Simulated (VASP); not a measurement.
# ZnS (P3m1) in VASP: notebook

The runs below take ZnS through single point, with r2SCAN.

Program: VASP 6.6.1. These are calculated values, not measurements. Logs are shortened: lines on timing, memory, paths and dates and some standing lists are left out, and cuts for length are marked.

## Step 1: The cell of the first run

The structure is trigonal, space group P3m1 (No. 156). Conventional cell: a = 3.811 Å, b = 3.811 Å, c = 6.234 Å, α = 90.00°, β = 90.00°, γ = 120.00°. Zn (site symmetry 3m) has 4 S at 2.25 to 2.31 Å within 3.0 Å. Within 3.1 Å of Zn (site symmetry 3m) lie 4 S at 2.36 to 2.40 Å. Within 3.0 Å of S (site symmetry 3m) lie 4 Zn at 2.25 to 2.36 Å. Within 3.1 Å of S (site symmetry 3m) lie 4 Zn at 2.31 to 2.40 Å.

## Step 2: Single point, r2SCAN (atom 3 (S) moved -0.150 Å along Cartesian [0 0 1])

Contents of POSCAR:

```
ZnS
1.0
    3.8109987816      0.0000000000      0.0000000000
   -1.9054993908      3.3004217586      0.0000000000
    0.0000000000      0.0000000000      6.2340000000
Zn S
2 2
Direct
    0.3333333333      0.6666666667      0.0000000000
    0.6666666667      0.3333333333      0.5000000000
    0.3333333333      0.6666666667      0.3609384023
    0.6666666667      0.3333333333      0.8850000000
```

Contents of INCAR.step1:

```
SYSTEM = ZnS
ALGO = Normal
EDIFF = 1E-4
ENCUT = 520
GGA = PE
ISMEAR = 0
LASPH = .TRUE.
LCHARG = .FALSE.
LREAL = .FALSE.
LWAVE = .TRUE.
NBANDS = 26
NELM = 100
PREC = Accurate
SIGMA = 0.05
```

Contents of INCAR.step2:

```
SYSTEM = ZnS
ALGO = Normal
EDIFF = 1E-6
ENCUT = 520
ISIF = 2
ISMEAR = 0
ISTART = 1
LASPH = .TRUE.
LCHARG = .FALSE.
LMIXTAU = .TRUE.
LREAL = .FALSE.
LWAVE = .FALSE.
METAGGA = R2SCAN
NBANDS = 26
NELM = 100
PREC = Accurate
SIGMA = 0.05
```

Contents of KPOINTS:

```
k-points
0
G
  6 6 4
  0 0 0
```

Potentials or basis: VASP PAW PBE potentials, release 64 (Zn, S).

The run is started by

```
cat potpaw_PBE.64/Zn/POTCAR potpaw_PBE.64/S/POTCAR > POTCAR
cp INCAR.step1 INCAR
mpirun -np 1 vasp_std > vasp.out
cp INCAR.step2 INCAR
mpirun -np 1 vasp_std > vasp.out
```

OUTCAR:

```text
SYSTEM = ZnS
   EDIFF = 1E-6
   ENCUT = 520
   ISIF = 2
   ISMEAR = 0
   ISTART = 1
   LASPH = .TRUE.
   LREAL = .FALSE.
   METAGGA = R2SCAN
   NELM = 100
   PREC = Accurate

 ion  position               nearest neighbor table
   1  0.333  0.667  0.000-   3 2.25   4 2.31   4 2.31   4 2.31
   2  0.667  0.333  0.500-   3 2.36   3 2.36   3 2.36   4 2.40
   3  0.333  0.667  0.361-   1 2.25   2 2.36   2 2.36   2 2.36
   4  0.667  0.333  0.885-   1 2.31   1 2.31   1 2.31   2 2.40

  LATTYP: Found a hexagonal cell.
 ALAT       =     3.8109987816
 C/A-ratio  =     1.6357916539

  Lattice vectors:

 A1 = (   3.8109987816,   0.0000000000,   0.0000000000)
 A2 = (  -1.9054993908,   3.3004217586,   0.0000000000)
 A3 = (   0.0000000000,   0.0000000000,   6.2340000000)

Analysis of symmetry for initial positions (statically):
=====================================================================
 Subroutine PRICEL returns:
 Original cell was already a primitive cell.

 Routine SETGRP: Setting up the symmetry group for a
 hexagonal supercell.

 Subroutine GETGRP returns: Found  6 space group operations
 (whereof  6 operations were pure point group operations)
 out of a pool of 24 trial point group operations.

The static configuration has the point symmetry C_3v.

Analysis of symmetry for dynamics (positions and initial velocities):
=====================================================================
 Subroutine PRICEL returns:
 Original cell was already a primitive cell.

 Routine SETGRP: Setting up the symmetry group for a
 hexagonal supercell.

 Subroutine GETGRP returns: Found  6 space group operations
 (whereof  6 operations were pure point group operations)
 out of a pool of 24 trial point group operations.

The dynamic configuration has the point symmetry C_3v.

 Subroutine INISYM returns: Found  6 space group operations
 (whereof  6 operations are pure point group operations),
 and found     1 'primitive' translations

----------------------------------------------------------------------------------------

                                     Primitive cell

  volume of cell :      78.4106

  direct lattice vectors                    reciprocal lattice vectors
     3.810998782  0.000000000  0.000000000     0.262398405  0.151495789  0.000000000
    -1.905499391  3.300421759  0.000000000     0.000000000  0.302991579  0.000000000
[... 87 lines left out ...]
   NELM   =    100;   NELMIN=  2; NELMDL=  0     # of ELM steps
   EDIFF  = 0.1E-05   stopping-criterion for ELM
   LREAL  =      F    real-space projection
   EDIFFG = 0.1E-04   stopping-criterion for IOM
   NSW    =      0    number of steps for IOM
   IBRION =     -1    ionic relax: 0-MD 1-quasi-New 2-CG
   NFREE  =      0    steps in history (QN), initial steepest desc. (CG)
   ISIF   =      2    stress and relaxation
   ISYM   =      2    0-nonsym 1-usesym 2-fastsym
   POTIM  = 0.5000    time-step for ionic-motion
   TEBEG  =    0.0;   TEEND  =   0.0 temperature during run
   PSTRESS=    0.0 pullay stress
   NELECT =      36.0000    total number of electrons
   NUPDOWN=      -1.0000    fix difference up-down
   EMIN   =  10.00;   EMAX   =-10.00  energy-range for DOS
   EFERMI =   0.00;   METHOD = LEGACY
   ISMEAR =     0;   SIGMA  =   0.05  broadening in eV -4-tet -1-fermi 0-gaus
   EFERMI_NEDOS =   21; number of points for ismear=-14 and -15
   IALGO  =     38    algorithm
   IMIX   =      4    mixing-type and parameters
     AMIX     =   0.40;   BMIX     =  1.00
     AMIX_MAG =   1.60;   BMIX_MAG =  1.00
  volume/ion in A,a.u.               =      19.60       132.29
  Fermi-wavevector in a.u.,A,eV,Ry     =   1.262944  2.386617 21.701656  1.595027
  Thomas-Fermi vector in A             =   2.396326
   LORBIT       =      0    0 simple, 1 ext, 2 COOP (PROOUT), +10 PAW based schemes
   METAGGA = R2SCAN    functional components
   LHFCALC =     F    Hartree Fock is set to
   AEXX    =    0.0000 exact exchange contribution
   IVDW    =     0    specifies the selected vdW correction
   LEPSILON=     F    determine dielectric tensor
   LRPA    =     F    only Hartree local field effects (RPA)
 non-spin polarized calculation
 Gauss-broadening in eV      SIGMA  =   0.05
  energy-cutoff  :      520.00
  volume of cell :       78.41
 maximum number of plane-waves:      2133
   NGX = 15   NGY = 15   NGZ = 23

 number of electron      35.9999976 magnetization

 Free energy of the ion-electron system (eV)
  ---------------------------------------------------
  ext. energy  EPLUGINS =         0.00000000
  ---------------------------------------------------
  free energy    TOTEN  =       -37.64301236 eV

  energy without entropy =      -37.64301236  energy(sigma->0) =      -37.64301236

 E-fermi :   2.2053     XC(G=0): -10.3080

 val. band max:        1.9212575597   @ k =   0.0000   0.0000   0.0000
 cond. band min:       4.6717735059   @ k =   0.0000   0.0000   0.0000
 fundamental gap:      2.7505159462
 Fermi energy:         2.2053347618

 k-point     1 :       0.0000    0.0000    0.0000
  band No.  band energies     occupation
      1     -11.8511      2.00000
      2     -10.8593      2.00000
      3      -4.6533      2.00000
      4      -4.6477      2.00000
      5      -4.6476      2.00000
      6      -4.4777      2.00000
[... 685 lines left out ...]
     25      11.9169      0.00000
     26      12.3842      0.00000

------------------------ aborting loop because EDIFF is reached ----------------------------------------

  FORCE on cell =-STRESS in cart. coord.  units (eV):
  Direction    XX          YY          ZZ          XY          YZ          ZX
  --------------------------------------------------------------------------------------
  -------------------------------------------------------------------------------------
  Total       -0.0315035     -0.0315035      0.5860487      0.0000000      0.0000000      0.0000000
  in kB       -0.6437155     -0.6437155     11.9748259      0.0000000      0.0000000      0.0000000
  external PRESSURE =       3.5624650 kB  Pullay stress =       0.0000000 kB

 VOLUME and BASIS-vectors are now :
 -----------------------------------------------------------------------------
  energy-cutoff  :      520.00
  volume of cell :       78.41
      direct lattice vectors                 reciprocal lattice vectors
     3.810998782  0.000000000  0.000000000     0.262398405  0.151495789  0.000000000
    -1.905499391  3.300421759  0.000000000     0.000000000  0.302991579  0.000000000
     0.000000000  0.000000000  6.234000000     0.000000000  0.000000000  0.160410651

 POSITION                                       TOTAL-FORCE (eV/Angst)
 -----------------------------------------------------------------------------------
     -0.00000      2.20028      0.00000         0.000000     -0.000000     -0.354843
      1.90550      1.10014      3.11700        -0.000000      0.000000      0.045303
     -0.00000      2.20028      2.25009        -0.000000     -0.000000      1.188839
      1.90550      1.10014      5.51709        -0.000000     -0.000000     -0.879298
 -----------------------------------------------------------------------------------
    total drift:                                0.000006     -0.000004     -0.015272

  FREE ENERGIE OF THE ION-ELECTRON SYSTEM (eV)
  ---------------------------------------------------
  free  energy   TOTEN  =       -37.6430123564 eV

  energy  without entropy=      -37.6430123564  energy(sigma->0) =      -37.64301236
```

OUTCAR.step1:

```text
SYSTEM = ZnS
   EDIFF = 1E-4
   ENCUT = 520
   GGA = PE
   ISMEAR = 0
   LASPH = .TRUE.
   LREAL = .FALSE.
   NELM = 100
[... 920 lines left out ...]
      1.90550      1.10014      3.11700        -0.000000     -0.000000      0.058787
     -0.00000      2.20028      2.25009         0.000000      0.000000      1.158945
      1.90550      1.10014      5.51709         0.000000      0.000000     -0.855069
 -----------------------------------------------------------------------------------
    total drift:                                0.000001     -0.000001      0.000612

  FREE ENERGIE OF THE ION-ELECTRON SYSTEM (eV)
  ---------------------------------------------------
  free  energy   TOTEN  =       -13.5964967473 eV

  energy  without entropy=      -13.5964967473  energy(sigma->0) =      -13.59649675
```

OSZICAR.step1:

```text
N       E                     dE             d eps       ncg     rms          rms(c)
DAV:   1     0.241907254980E+03    0.24191E+03   -0.17084E+04  1248   0.167E+03
DAV:   2     0.988596785437E+01   -0.23202E+03   -0.22186E+03  1290   0.345E+02
DAV:   3    -0.138694290500E+02   -0.23755E+02   -0.23504E+02  1496   0.110E+02
DAV:   4    -0.144564477045E+02   -0.58702E+00   -0.58582E+00  1434   0.175E+01
DAV:   5    -0.144653011509E+02   -0.88534E-02   -0.88517E-02  1532   0.213E+00    0.999E+00
DAV:   6    -0.136061395585E+02    0.85916E+00   -0.16607E+00  1868   0.374E+01    0.764E+00
DAV:   7    -0.136027429549E+02    0.33966E-02   -0.12635E+00  1316   0.658E+00    0.347E+00
DAV:   8    -0.135956494706E+02    0.70935E-02   -0.36968E-02  1538   0.182E+00    0.986E-01
DAV:   9    -0.135961406305E+02   -0.49116E-03   -0.94783E-03  1698   0.131E+00    0.233E-01
DAV:  10    -0.135962828084E+02   -0.14218E-03   -0.60147E-04  1442   0.329E-01    0.948E-02
DAV:  11    -0.135964961100E+02   -0.21330E-03   -0.31200E-04  1176   0.129E-01    0.545E-02
DAV:  12    -0.135964967473E+02   -0.63736E-06   -0.22045E-05   716   0.643E-02
   1 F= -.13596497E+02 E0= -.13596497E+02  d E =-.471037E-13
```

Wall time 58 s (1 thread of Intel Xeon 6975P-C (Granite Rapids), shared host); peak memory 0.21 GiB.

What came out:

```
Free energy            : -37.6430 eV
Pressure               : 0.4 GPa
Largest force          : 1.189 eV/Å
Band gap on the k mesh : 2.75 eV
```

Forces in eV/Å, atoms in the order of the input:
```
Zn   0.000  0.000 -0.355
Zn   0.000  0.000  0.045
S    0.000  0.000  1.189
S    0.000  0.000 -0.879
```

Levels at points of the mesh, in eV from the valence-band top:
```tsv
k point	band 14	band 15	band 16	band 17	band 18	band 19	band 20	band 21	band 22	band 23
(0.00, 0.00, 0.00)	-0.95	-0.95	-0.09	0.00	0.00	2.75	3.61	6.77	6.77	7.05
(0.50, 0.00, 0.00)	-4.14	-3.36	-2.34	-1.73	-0.89	4.00	4.76	5.44	7.32	8.03
(0.00, 0.00, 0.50)	-2.76	-0.60	-0.60	-0.40	-0.40	4.03	4.17	6.70	7.14	7.14
(0.50, 0.00, 0.50)	-4.80	-1.83	-1.76	-1.59	-1.51	3.79	4.09	5.44	5.87	9.16
```

Caveat: the cell differs from its parent crystal (atom 3 (S) moved -0.150 Å along Cartesian [0 0 1]); the PAW data sets were made with another functional, which shifts forces and pressure a little.

## Step 3: Single point, r2SCAN (atom 3 (S) moved +0.150 Å along Cartesian [0 0 1])

POSCAR, as its differences from that of step 2:

```diff
@@ -10,3 +10,3 @@
     0.6666666667      0.3333333333      0.5000000000
-    0.3333333333      0.6666666667      0.3609384023
+    0.3333333333      0.6666666667      0.4090615977
     0.6666666667      0.3333333333      0.8850000000
```

Contents of INCAR.step1:

```
PREC = Accurate ; ENCUT = 520
ISMEAR = 0 ; SIGMA = 0.05
LREAL = F ; LASPH = T
NELM = 60 ; NBANDS = 26
GGA = PE ; ALGO = Normal
EDIFF = 1E-4 ; LWAVE = T
LCHARG = F
```

Contents of INCAR.step2:

```
PREC = Accurate ; ENCUT = 520
EDIFF = 1E-7 ; ISMEAR = 0
SIGMA = 0.05 ; LREAL = F
LASPH = T ; NELM = 60
ALGO = Normal ; ISIF = 2
LWAVE = F ; LCHARG = F
METAGGA = R2SCAN ; LMIXTAU = T
NBANDS = 26 ; ISTART = 1
```

Contents of KPOINTS:

```
regular mesh
0
Gamma
  6 6 4
```

Potentials or basis: VASP PAW PBE potentials, release 64 (Zn, S).

The run is started by

```
cat potpaw_PBE.64/Zn/POTCAR potpaw_PBE.64/S/POTCAR > POTCAR
cp INCAR.step1 INCAR
mpirun -np 1 vasp_std > vasp.out
cp INCAR.step2 INCAR
mpirun -np 1 vasp_std > vasp.out
```

Wall time 76 s (1 thread of Intel Xeon 6975P-C (Granite Rapids), shared host); peak memory 0.22 GiB.

Results (log left out):

- Free energy: -37.5745 eV
- Pressure: 0.8 GPa
- Largest force: 1.280 eV/Å
- Band gap on the k mesh: 2.81 eV

Forces on the atoms (eV/Å):
```
Zn   0.000  0.000  0.548
Zn   0.000  0.000  0.498
S    0.000  0.000 -1.280
S    0.000  0.000  0.235
```

Stress tensor (GPa, compression positive):
```
 2.04  0.00  0.00
 0.00  2.04  0.00
 0.00  0.00 -1.56
```

Levels at points of the mesh, in eV from the valence-band top:
| k point | band 16 | band 17 | band 18 | band 19 | band 20 | band 21 |
| --- | --- | --- | --- | --- | --- | --- |
| (0.00, 0.00, 0.00) | -0.05 | -0.05 | 0.00 | 2.81 | 3.39 | 6.73 |
| (0.50, 0.00, 0.00) | -2.37 | -1.47 | -1.14 | 3.88 | 4.74 | 5.51 |
| (0.00, 0.00, 0.50) | -0.56 | -0.40 | -0.40 | 3.92 | 4.03 | 6.68 |
| (0.50, 0.00, 0.50) | -1.66 | -1.56 | -1.38 | 3.89 | 4.19 | 5.24 |

Caveat: the cell differs from its parent crystal (atom 3 (S) moved +0.150 Å along Cartesian [0 0 1]); the PAW data sets were made with another functional, which shifts forces and pressure a little.

## Step 4: Single point, r2SCAN (atom 3 (S) moved +0.225 Å along Cartesian [0 0 1])

POSCAR, as its differences from that of step 3:

```diff
@@ -10,3 +10,3 @@
     0.6666666667      0.3333333333      0.5000000000
-    0.3333333333      0.6666666667      0.4090615977
+    0.3333333333      0.6666666667      0.4210923965
     0.6666666667      0.3333333333      0.8850000000
```

INCAR.step1, as its differences from that of step 3:

```diff
@@ -3,3 +3,3 @@
 LREAL = F ; LASPH = T
-NELM = 60 ; NBANDS = 26
+NELM = 80 ; NBANDS = 26
 GGA = PE ; ALGO = Normal
```

INCAR.step2, as its differences from that of step 3:

```diff
@@ -3,3 +3,3 @@
 SIGMA = 0.05 ; LREAL = F
-LASPH = T ; NELM = 60
+LASPH = T ; NELM = 80
 ALGO = Normal ; ISIF = 2
```

KPOINTS is that of step 3.

The run is started by

```
cat potpaw_PBE.64/Zn/POTCAR potpaw_PBE.64/S/POTCAR > POTCAR
cp INCAR.step1 INCAR
mpirun -np 1 vasp_std > vasp.out
cp INCAR.step2 INCAR
mpirun -np 1 vasp_std > vasp.out
```

It took 72 s on 1 thread of Intel Xeon 6975P-C (Granite Rapids), shared host; peak memory 0.22 GiB.

The run converged. Its results:

```
Free energy            : -37.4659 eV
Pressure               : 1.4 GPa
Largest force          : 1.609 eV/Å
Band gap on the k mesh : 2.81 eV
```

Forces on the atoms (eV/Å):
```
Zn   0.000  0.000  0.563
Zn   0.000  0.000  0.537
S    0.000  0.000 -1.609
S    0.000  0.000  0.510
```

Stress tensor (GPa, compression positive):
```
 2.71  0.00  0.00
 0.00  2.71  0.00
 0.00  0.00 -1.35
```

Levels at points of the mesh, in eV from the valence-band top:
| k point | band 15 | band 16 | band 17 | band 18 | band 19 | band 20 | band 21 | band 22 |
| --- | --- | --- | --- | --- | --- | --- | --- | --- |
| (0.00, 0.00, 0.00) | -0.86 | -0.05 | -0.05 | 0.00 | 2.81 | 3.38 | 6.72 | 6.72 |
| (0.50, 0.00, 0.00) | -3.00 | -2.39 | -1.38 | -1.17 | 3.83 | 4.73 | 5.52 | 7.94 |
| (0.00, 0.00, 0.50) | -0.58 | -0.58 | -0.35 | -0.35 | 3.88 | 4.05 | 6.39 | 6.99 |
| (0.50, 0.00, 0.50) | -2.01 | -1.62 | -1.53 | -1.26 | 3.84 | 4.28 | 5.10 | 5.66 |

Caveat: the cell differs from its parent crystal (atom 3 (S) moved +0.225 Å along Cartesian [0 0 1]); the PAW data sets were made with another functional, which shifts forces and pressure a little.

## Step 5: Single point, r2SCAN (atom 3 (S) moved +0.075 Å along Cartesian [0 0 1])

POSCAR, as its differences from that of step 4:

```diff
@@ -10,3 +10,3 @@
     0.6666666667      0.3333333333      0.5000000000
-    0.3333333333      0.6666666667      0.4210923965
+    0.3333333333      0.6666666667      0.3970307988
     0.6666666667      0.3333333333      0.8850000000
```

Contents of INCAR.step1:

```
SYSTEM = ZnS
  PREC = Accurate
  ENCUT = 520
  ISMEAR = 0
  SIGMA = 0.05
  LREAL = .False.
  LASPH = .True.
  NELM = 60
  NBANDS = 26
  GGA = PE
  ALGO = Normal
  EDIFF = 1E-4
  LWAVE = .True.
  LCHARG = .False.
```

Contents of INCAR.step2:

```
SYSTEM = ZnS
  PREC = Accurate
  ENCUT = 520
  EDIFF = 1E-6
  ISMEAR = 0
  SIGMA = 0.05
  LREAL = .False.
  LASPH = .True.
  NELM = 60
  ALGO = Normal
  ISIF = 2
  LWAVE = .False.
  LCHARG = .False.
  METAGGA = R2SCAN
  LMIXTAU = .True.
  NBANDS = 26
  ISTART = 1
```

Contents of KPOINTS:

```
regular mesh
0
Gamma
  6 6 4
  0 0 0
```

The run is started by

```
cat potpaw_PBE.64/Zn/POTCAR potpaw_PBE.64/S/POTCAR > POTCAR
cp INCAR.step1 INCAR
mpirun -np 1 vasp_std > vasp.out
cp INCAR.step2 INCAR
mpirun -np 1 vasp_std > vasp.out
```

Wall time 60 s (1 thread of Intel Xeon 6975P-C (Granite Rapids), shared host); peak memory 0.22 GiB.

Results (log left out):

* Free energy: -37.6550 eV
* Pressure: 0.4 GPa
* Largest force: 0.855 eV/Å
* Band gap on the k mesh: 2.81 eV

Forces in eV/Å, atoms in the order of the input:
```
Zn   0.000  0.000  0.472
Zn   0.000  0.000  0.424
S    0.000  0.000 -0.855
S    0.000  0.000 -0.041
```

Stress tensor (GPa, compression positive):
```
 1.40  0.00  0.00
 0.00  1.40  0.00
 0.00  0.00 -1.52
```

Levels at points of the mesh, in eV from the valence-band top:
| k point | band 15 | band 16 | band 17 | band 18 | band 19 | band 20 | band 21 | band 22 |
| --- | --- | --- | --- | --- | --- | --- | --- | --- |
| (0.00, 0.00, 0.00) | -0.88 | -0.04 | -0.04 | 0.00 | 2.81 | 3.43 | 6.75 | 6.76 |
| (0.50, 0.00, 0.00) | -3.17 | -2.34 | -1.54 | -1.08 | 3.94 | 4.76 | 5.52 | 7.71 |
| (0.00, 0.00, 0.50) | -0.52 | -0.52 | -0.43 | -0.43 | 3.97 | 4.04 | 7.01 | 7.13 |
| (0.50, 0.00, 0.50) | -1.83 | -1.69 | -1.58 | -1.49 | 3.96 | 4.11 | 5.40 | 5.61 |

Caveat: the cell differs from its parent crystal (atom 3 (S) moved +0.075 Å along Cartesian [0 0 1]); the PAW data sets were made with another functional, which shifts forces and pressure a little.

## Step 6: The runs side by side

| cell | gap on the mesh (eV) | pressure (GPa) | largest force (eV/Å) |
| --- | --- | --- | --- |
| as given, atomic positions A | 2.75 | 0.4 | 1.19 |
| as given, atomic positions B | 2.81 | 0.8 | 1.28 |
| as given, atomic positions C | 2.81 | 1.4 | 1.61 |
| as given, atomic positions D | 2.81 | 0.4 | 0.85 |

Alike in all rows: task single point; level r2SCAN; potentials or basis VASP PAW PBE potentials, release 64 (Zn, S); no spin polarisation; k mesh 6 × 6 × 4; cutoff (eV) 520; smearing gaussian 0.05 eV.

Caveats: the PAW data sets were made with another functional, which shifts forces and pressure a little.

Absolute energies hang on the potentials; compare differences alone.
